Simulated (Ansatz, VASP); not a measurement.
# Na: VASP beside Ansatz

The input POSCAR:

```
Na
1.0
    3.7729580783      0.0000000000      0.0000000000
   -1.8864790391      3.2674775432      0.0000000000
    0.0000000000      0.0000000000     12.7832138010
Na
4
Direct
    0.6666666667      0.3333333333      0.7500000000
    0.0000000000      0.0000000000      0.5000000000
    0.3333333333      0.6666666667      0.2500000000
    0.0000000000      0.0000000000      0.0000000000
```

Contents of INCAR.step1:

```
PREC = Accurate
ENCUT = 520
ISMEAR = -1
SIGMA = 0.05
LREAL = False
LASPH = True
NELM = 80
NBANDS = 22
GGA = PE
ALGO = Normal
EDIFF = 1E-4
LWAVE = True
LCHARG = False
```

INCAR.step2

```
PREC = Accurate
ENCUT = 520
EDIFF = 1E-6
ISMEAR = -1
SIGMA = 0.05
LREAL = False
LASPH = True
NELM = 80
ALGO = Normal
ISIF = 2
LWAVE = False
LCHARG = False
METAGGA = R2SCAN
LMIXTAU = True
NBANDS = 22
ISTART = 1
```

The input KPOINTS:

```
regular mesh
0
Gamma
  8 8 3
```

File input.yaml:

```yaml
crystal:
  lattice:
    - [3.7729580783, 0.0, 0.0]
    - [-1.8864790391, 3.2674775432, 0.0]
    - [0.0, 0.0, 12.783213801]
  atoms:
    - { symbol: Na, position: [0.6666666667, 0.3333333333, 0.75] }
    - { symbol: Na, position: [0.0, 0.0, 0.5] }
    - { symbol: Na, position: [0.3333333333, 0.6666666667, 0.25] }
    - { symbol: Na, position: [0.0, 0.0, 0.0] }
hamiltonian:
  xc: r2scan
  pseudopotentials: { kind: paw }
kpoints:
  mp_grid: { grid: [8, 8, 3] }
scf:
  occupations: { method: fermi_dirac, width: 0.05 }
output:
  forces: true
  stress: true
  eigenvalues: true
```

Alike in both runs: task single point; functional r2SCAN; k mesh 8 × 8 × 3; occupations fermi-dirac, width 0.05 eV; no spin polarisation.

|  | VASP | Ansatz |
| --- | --- | --- |
| version | VASP 6.6.1 | Ansatz 0.2.0 |
| potentials or method | VASP PAW PBE potentials, release 64 (Na_pv) | Ansatz PAW |
| plane-wave cutoff (eV) | 520 | 500 |
| valence electrons in the cell | 28 | 36 |

```tsv
	VASP	Ansatz	Ansatz less VASP
gap on the k mesh at the Fermi level (eV)	none	none	-
pressure (GPa)	-0.3	-0.3	+0.03
traceless stress, the component that is largest in VASP (GPa)	-0.63	-0.63	+0.005
```

VASP's potentials were made for PBE, not for r2SCAN. A gap of «none» marks a metal or a gap that the smearing closes. The functional is the same, so the differences come from potentials, cutoffs and numerics. VASP's potentials hold 28 valence electrons a cell and Ansatz's 36, so a difference there can come from the potentials and not from the codes.
